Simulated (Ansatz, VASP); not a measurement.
**One calculation of Rh, two programs**

Contents of INCAR:

```
SYSTEM = Rh
  PREC = Accurate
  ENCUT = 520
  EDIFF = 1E-6
  ISMEAR = 0
  SIGMA = 0.15
  LREAL = .FALSE.
  LASPH = .TRUE.
  NELM = 100
  ALGO = Fast
  ISIF = 2
  LWAVE = .FALSE.
  LCHARG = .FALSE.
  GGA = PE
  NBANDS = 22
```

The input KPOINTS:

```
regular mesh
0
G
  24 24 14
  0 0 0
```

The input POSCAR:

```
Rh
1.0
    2.8678405524      0.0000000000      0.0000000000
   -1.4339202762      2.4836227724      0.0000000000
    0.0000000000      0.0000000000      4.3848426969
Rh
2
Direct
    0.6666666667      0.3333333333      0.7500000000
    0.3333333333      0.6666666667      0.2500000000
```

Input for Ansatz:

```yaml
crystal:
  lattice:
    - [2.8678405524, 0.0, 0.0]
    - [-1.4339202762, 2.4836227724, 0.0]
    - [0.0, 0.0, 4.3848426969]
  atoms:
    - { symbol: Rh, position: [0.6666666667, 0.3333333333, 0.75] }
    - { symbol: Rh, position: [0.3333333333, 0.6666666667, 0.25] }
basis:
  ecutwfc: 420
kpoints:
  mp_grid: { grid: [24, 24, 14] }
hamiltonian:
  xc: pbe
scf:
  occupations: { method: gaussian, width: 0.15 }
output:
  forces: true
  stress: true
  eigenvalues: true
```

Change from the starting cell: strain +0.0525 x Voigt [1, 1, 0, 0, 0, 0], atoms carried along.

Alike in both runs: task single point; functional PBE; k mesh 24 × 24 × 14; occupations gaussian, width 0.15 eV; no spin polarisation.

```csv
,VASP,Ansatz
version,VASP 6.6.1,Ansatz 0.2.0
potentials or method,"VASP PAW PBE potentials, release 64 (Rh_pv), cutoff 520 eV","scalar-relativistic, plane waves, PAW"
valence electrons in the cell,30,34
```

```tsv
	VASP	Ansatz	Ansatz less VASP
gap on the k mesh at the Fermi level (eV)	none	none	-
pressure (GPa)	-19.0	-19.0	0.00
traceless stress, the component that is largest in VASP (GPa)	4.89	4.86	-0.030
```

A gap of «none» marks a metal or a gap that the smearing closes. VASP's potentials hold 30 valence electrons a cell and Ansatz's 34, so a difference there can come from the potentials and not from the codes.
